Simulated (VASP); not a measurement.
A run of VASP 6.6.1 is set up as follows.

INCAR

```
SYSTEM = Ag
ALGO = Normal
EDIFF = 1E-6
ENCUT = 500
GGA = RP
GGA_COMPAT = .FALSE.
ISIF = 2
ISMEAR = -1
LASPH = .TRUE.
LCHARG = .FALSE.
LREAL = .FALSE.
LWAVE = .FALSE.
NBANDS = 12
NELM = 120
PREC = Accurate
SIGMA = 0.1
```

Contents of KPOINTS:

```
k-points
0
G
  12 12 12
  0 0 0
```

File POSCAR:

```
Ag
1.0
    2.8003011589      0.0000000000      0.0000000000
    0.0000000000      2.8003011589      0.0000000000
    0.0000000000      0.0000000000      2.8003011589
Ag
1
Direct
    0.0000000000      0.0000000000      0.0000000000
```

Potentials or basis: VASP PAW PBE potentials, release 64 (Ag).

The run is started by

```bash
$ cat potpaw_PBE.64/Ag/POTCAR > POTCAR
$ mpirun -np 1 vasp_std > vasp.out
```

**Question.** What does it give for the pressure?

**Answer.** 0.0 GPa.

Caveat: the PAW data sets were made with another functional, which shifts forces and pressure a little.
